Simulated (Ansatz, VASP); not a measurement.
IrO2 in VASP and in Ansatz

```
O Ir
1.0
     3.15357    0.00000    0.00000
     0.00000    4.47149    0.00000
     0.00000    0.00000   27.88878
O Ir
12 6
Direct
  0.50000 0.19122 0.26893
  0.50000 0.80878 0.33024
  0.00000 0.30878 0.34909
  0.00000 0.69122 0.41041
  0.50000 0.19122 0.42926
  0.50000 0.80878 0.49058
  0.00000 0.30878 0.50942
  0.00000 0.69122 0.57074
  0.50000 0.19122 0.58959
  0.50000 0.80878 0.65091
  0.00000 0.30878 0.66976
  0.00000 0.69122 0.73107
  0.00000 0.00000 0.29958
  0.50000 0.50000 0.37975
  0.00000 0.00000 0.45992
  0.50000 0.50000 0.54008
  0.00000 0.00000 0.62025
  0.50000 0.50000 0.70042
```

Alike in both runs: task single point; functional PBEsol; k mesh 11 × 8 × 1; occupations gaussian, width 0.1 eV; no spin polarisation.

|  | VASP | Ansatz |
| --- | --- | --- |
| version | VASP 6.6.1 | Ansatz 0.2.0 |
| potentials or method | VASP PAW PBE potentials, release 64 (O, Ir), cutoff 520 eV | scalar-relativistic, plane waves, PAW |
| valence electrons in the cell | 126 | 174 |

|  | VASP | Ansatz | Ansatz less VASP |
| --- | --- | --- | --- |
| gap on the k mesh at the Fermi level (eV) | none | none | - |
| rms of the force components (eV/Å) | 0.454 | 0.492 | +0.0386 |
| work function, face that differs most (eV) | 6.05 | 6.01 | -0.042 |

VASP's potentials were made for PBE, not for PBEsol. A gap of «none» marks a metal or a gap that the smearing closes. With one functional, cell and mesh, what is left measures potentials, basis and numerics. VASP's potentials hold 126 valence electrons a cell and Ansatz's 174, so a difference there can come from the potentials and not from the codes. Ansatz's warnings: xc potential rough in thin density.

Spin-orbit coupling is off throughout.
